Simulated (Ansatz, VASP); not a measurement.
# Two plane-wave programs on MgO

```
CELL_PARAMETERS angstrom
0.00000 2.13680 2.13680
2.13680 0.00000 2.13680
2.13680 2.13680 0.00000
ATOMIC_POSITIONS crystal
Mg 0.00000 0.00000 0.00000
O 0.50000 0.50000 0.50000
```

Alike in both runs: task single point; functional PBE; k mesh 9 × 9 × 9; occupations fermi-dirac, width 0.1 eV; no spin polarisation.

|  | VASP | Ansatz |
| --- | --- | --- |
| version | VASP 6.6.1 | Ansatz 0.2.0 |
| potentials or method | VASP PAW PBE potentials, release 64 (Mg, O), cutoff 520 eV | PAW, plane waves, scalar-relativistic |
| valence electrons in the cell | 8 | 16 |

Ansatz gave:

| Property | Result |
| --- | --- |
| gap on the k mesh at the Fermi level (eV) | 4.33 |
| pressure (GPa) | -2.0 |

Problem. Estimate VASP's values.

Solution. gap on the k mesh at the Fermi level (eV): 4.31; pressure (GPa): -2.8.

VASP's potentials hold 8 valence electrons a cell and Ansatz's 16, so a difference there can come from the potentials and not from the codes.
